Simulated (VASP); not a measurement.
The system is InGa2N3.

```
CELL_PARAMETERS angstrom
2.64103 1.52480 4.45548
-2.64103 1.52480 4.45548
0.00000 -3.04960 4.45548
ATOMIC_POSITIONS crystal
In 0.00000 0.00000 0.00000
Ga 0.34155 0.34155 0.34155
Ga 0.65845 0.65845 0.65845
N 0.00000 0.00000 0.50000
N 0.50000 0.00000 0.00000
N 0.00000 0.50000 0.00000
```

| Property | Result |
| --- | --- |
| Program | VASP 6.6.1 |
| Task | relaxation of cell and atoms |
| Functional | PBE |
| Potentials or basis | VASP PAW PBE potentials, release 64 (In_d, Ga_d, N) |
| Cutoff | 600 eV |
| k mesh | 6 × 6 × 6 |
| Occupations | gaussian, width 0.1 eV |
| Spin | no spin polarisation |

At the start: pressure -12.8 GPa; volume 17.94 Å³/atom.

Task: How do energy, volume and symmetry change on relaxing?

Result: Over 14 steps the energy falls by 1020.3 meV/atom and the volume is 13.58 Å³/atom (-24.3 %); space group R-3m (No. 166, to 0.05 Å).

Step by step:
| step | energy change (eV) | largest force (eV/Å) | pressure (GPa) | volume (Å³) |
| --- | --- | --- | --- | --- |
| 1 | 0.0000 | 0.8071 | -12.83 | 107.65 |
| 2 | -2.1527 | 1.0525 | -4.26 | 86.51 |
| 3 | -2.5492 | 1.0298 | 4.24 | 79.11 |
| 4 | -2.5817 | 0.9646 | 9.33 | 76.17 |
| 5 | -3.9185 | 1.0128 | 13.24 | 74.72 |
| 6 | 8.0747 | 21.6537 | 119.55 | 61.68 |
| 7 | -4.4257 | 0.7677 | 12.46 | 73.83 |
| 8 | -4.9572 | 2.1568 | 30.61 | 69.11 |
| 9 | -5.4149 | 0.2844 | 19.22 | 71.33 |
| 10 | -5.4149 | 0.7268 | 22.06 | 70.69 |
| 11 | -5.9863 | 0.9449 | 3.76 | 80.60 |
| 12 | -5.9969 | 0.8845 | 5.58 | 79.23 |
| 13 | -6.1198 | 0.1201 | 0.86 | 81.21 |
| 14 | -6.1217 | 0.0235 | 0.25 | 81.51 |

Final structure:
```cif
data_structure
_symmetry_space_group_name_H-M 'P 1'
_symmetry_Int_Tables_number 1
_cell_length_a 4.3511
_cell_length_b 4.3511
_cell_length_c 4.3511
_cell_angle_alpha 85.056
_cell_angle_beta 85.056
_cell_angle_gamma 85.056
_cell_volume 81.51
loop_
_atom_site_label
_atom_site_type_symbol
_atom_site_fract_x
_atom_site_fract_y
_atom_site_fract_z
_atom_site_occupancy
In1 In 0.00000 0.00000 0.00000 1
Ga1 Ga 0.33347 0.33347 0.33347 1
Ga2 Ga 0.66653 0.66653 0.66653 1
N1 N 0.00000 0.00000 0.50000 1
N2 N 0.50000 0.00000 0.00000 1
N3 N 0.00000 0.50000 0.00000 1
```

Caveat: the volume moved by over 15 % at a fixed basis, so the end points are rough.
